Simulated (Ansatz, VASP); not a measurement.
Two plane-wave programs on CdS

The input INCAR:

```
PREC = Accurate
ENCUT = 520
EDIFF = 1E-6
ISMEAR = 0
SIGMA = 0.02
LREAL = F
LASPH = T
NELM = 80
ALGO = Normal
ISIF = 2
LWAVE = F
LCHARG = F
GGA = PS
IBRION = 2
NSW = 60
EDIFFG = -0.002
```

The input KPOINTS:

```
Automatic mesh
0
Gamma
  6 6 4
```

File POSCAR:

```
CdS
1.0
    4.1662911580      0.0000000000      0.0000000000
   -2.0831455790      3.6081139824      0.0000000000
    0.0000000000      0.0000000000      6.6546385727
Cd S
2 2
Direct
    0.3333333333      0.6666666667     -0.0016381756
    0.6666666667      0.3333333333      0.4983618244
    0.3333333333      0.6666666667      0.3786381756
    0.6666666667      0.3333333333      0.8786381756
```

Input for Ansatz:

```yaml
crystal:
  lattice:
    - [4.166291158, 0.0, 0.0]
    - [-2.083145579, 3.6081139824, 0.0]
    - [0.0, 0.0, 6.6546385727]
  atoms:
    - { symbol: Cd, position: [0.3333333333, 0.6666666667, -0.0016381756] }
    - { symbol: Cd, position: [0.6666666667, 0.3333333333, 0.4983618244] }
    - { symbol: S, position: [0.3333333333, 0.6666666667, 0.3786381756] }
    - { symbol: S, position: [0.6666666667, 0.3333333333, 0.8786381756] }
basis:
  ecutwfc: 420
kpoints:
  mp_grid: { grid: [6, 6, 4] }
hamiltonian:
  xc: pbesol
  pseudopotentials: { kind: paw, azcp: { folder: soft_1 } }
scf:
  occupations: { method: gaussian, width: 0.02 }
output:
  forces: true
  stress: true
  eigenvalues: true
relax:
  adjacent_minimum: "off"
  f_tol: 0.002
  max_steps: 40
```

Change from the starting cell: strained cell.

Alike in both runs: task relaxation of the atoms; functional PBEsol; k mesh 6 × 6 × 4; occupations gaussian, width 0.02 eV; no spin polarisation.

|  | VASP | Ansatz |
| --- | --- | --- |
| version | VASP 6.6.1 | Ansatz 0.2.0 |
| potentials or method | VASP PAW PBE potentials, release 64 (Cd, S), cutoff 520 eV | scalar-relativistic, plane waves, PAW |
| valence electrons in the cell | 36 | 52 |

```csv
,VASP,Ansatz,Ansatz less VASP
"gap on the k mesh at the Fermi level, each at its own relaxed structure (eV)",1.09,1.09,-0.004
```

VASP's potentials were made for PBE, not for PBEsol, and Ansatz warns of the same on its side. VASP's potentials hold 36 valence electrons a cell and Ansatz's 52, so a difference there can come from the potentials and not from the codes. Ansatz's warnings: stress scf threshold loose.
